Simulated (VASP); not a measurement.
Input of a VASP 6.6.1 run:

The input INCAR:

```
SYSTEM = GaP
PREC = Accurate
ENCUT = 520
EDIFF = 1E-6
ISMEAR = 0
SIGMA = 0.05
LREAL = .False.
LASPH = .True.
NELM = 80
ALGO = Normal
ISIF = 2
LWAVE = .False.
LCHARG = .False.
GGA = PS
NBANDS = 16
```

KPOINTS

```
Automatic mesh
0
Gamma
  8 8 8
  0 0 0
```

POSCAR

```
GaP
1.0
    0.0000000000      2.6162400000      2.5072300000
    2.6162400000      0.0000000000      2.5072300000
    2.6162400000      2.6162400000      0.0000000000
Ga P
1 1
Direct
    0.0000000000      0.0000000000      0.0000000000
    0.7500000000      0.7500000000      0.7500000000
```

Potentials or basis: VASP PAW PBE potentials, release 64 (Ga_d, P).

The run is started by

```sh
$ cat potpaw_PBE.64/Ga_d/POTCAR potpaw_PBE.64/P/POTCAR > POTCAR
$ mpirun -np 1 vasp_std > vasp.out
```

Q: What does it give for the pressure?

A: 18.8 GPa.

Q: Estimate the band gap on the k mesh.

A: 0.73 eV (least direct gap 2.97 eV).

Stress tensor (GPa, compression positive):
```
17.87  0.00  0.00
 0.00 17.87  0.00
 0.00  0.00 20.55
```

Caveat: the cell differs from its parent crystal (strain -0.040 along x and y, -0.080 along z); the cell stands under pressure; semilocal functionals underestimate gaps, and a narrow one can read as zero; the PAW data sets were made with another functional, which shifts forces and pressure a little. A k mesh can miss the band edges.
